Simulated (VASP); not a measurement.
# RbBr3: single point with PBE

Crystal: RbBr3.

```
Rb Br
1.0
    -2.25857    2.25857    6.43700
     2.25857   -2.25857    6.43700
     2.25857    2.25857   -6.43700
Rb Br
1 3
Direct
  0.00000 0.00000 0.00000
  0.75000 0.25000 0.50000
  0.25000 0.75000 0.50000
  0.50000 0.50000 0.00000
```

- Program: VASP 6.6.1
- Task: single point
- Functional: PBE
- Potentials or basis: VASP PAW PBE potentials, release 64 (Rb_sv, Br)
- Cutoff: 500 eV
- k mesh: 7 × 7 × 7
- Occupations: gaussian, width 0.2 eV
- Spin: no spin polarisation

```yaml
Pressure: 0.8 GPa
Band_gap_on_the_k_mesh: zero (bands 15 and 16 overlap by 0.79 eV)
```

Stress tensor (GPa, compression positive):
```
0.66 0.00 0.00
0.00 0.66 0.00
0.00 0.00 1.07
```

Levels at points of the mesh, in eV from the Fermi level:
| k point | band 12 | band 13 | band 14 | band 15 | band 16 | band 17 | band 18 | band 19 |
| --- | --- | --- | --- | --- | --- | --- | --- | --- |
| (0.00, 0.00, 0.00) | -0.31 | -0.31 | 0.04 | 0.34 | 0.34 | 5.28 | 6.31 | 6.85 |

It took 15 min on 1 thread of Intel Xeon 8259CL (shared host), peak memory 0.43 GiB.
